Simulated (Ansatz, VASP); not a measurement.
**Ba: VASP beside Ansatz**

File INCAR:

```
SYSTEM = Ba
PREC = Accurate
ENCUT = 520
EDIFF = 1E-6
ISMEAR = 0
SIGMA = 0.1
LREAL = .FALSE.
LASPH = .TRUE.
NELM = 60
ALGO = Normal
ISIF = 2
LWAVE = .FALSE.
LCHARG = .FALSE.
GGA = PE
NBANDS = 17
```

KPOINTS

```
regular mesh
0
G
  4 4 4
  0 0 0
```

POSCAR

```
Ba
1.0
    5.3015577000      0.0000000000      0.0000000000
    0.0000000000      6.0078810800      0.0000000000
    0.0000000000      0.0000000000      4.5195460300
Ba
2
Direct
    0.0000000000      0.0000000000      0.5896400900
    0.5000000000      0.5000000000      0.4103599100
```

Input for Ansatz:

```yaml
crystal:
  lattice:
    - [5.3015577, 0.0, 0.0]
    - [0.0, 6.00788108, 0.0]
    - [0.0, 0.0, 4.51954603]
  atoms:
    - { symbol: Ba, position: [0.0, 0.0, 0.58964009] }
    - { symbol: Ba, position: [0.5, 0.5, 0.41035991] }
basis:
  ecutwfc: 420
kpoints:
  mp_grid: { grid: [4, 4, 4] }
hamiltonian:
  xc: pbe
scf:
  occupations: { method: gaussian, width: 0.1 }
  lower_state_search: "off"
output:
  forces: true
  stress: true
  eigenvalues: true
```

Alike in both runs: task single point; functional PBE; k mesh 4 × 4 × 4; occupations gaussian, width 0.1 eV; no spin polarisation.

```csv
,VASP,Ansatz
version,VASP 6.6.1,Ansatz 0.2.0
potentials or method,"VASP PAW PBE potentials, release 64 (Ba_sv), cutoff 520 eV","scalar-relativistic, plane waves, PAW"
valence electrons in the cell,20,20
```

```csv
,VASP,Ansatz,Ansatz less VASP
gap on the k mesh at the Fermi level (eV),none,none,-
pressure (GPa),-0.6,-0.6,-0.05
"traceless stress, the component that is largest in VASP (GPa)",0.78,0.75,-0.025
rms of the force components (eV/Å),0.211,0.209,-0.0016
```

Atom by atom the forces differ by 0.002 eV/Å (rms over components). A gap of «none» marks a metal or a gap that the smearing closes. With one functional, cell and mesh, what is left measures potentials, basis and numerics.

Neither program's run includes spin-orbit coupling.
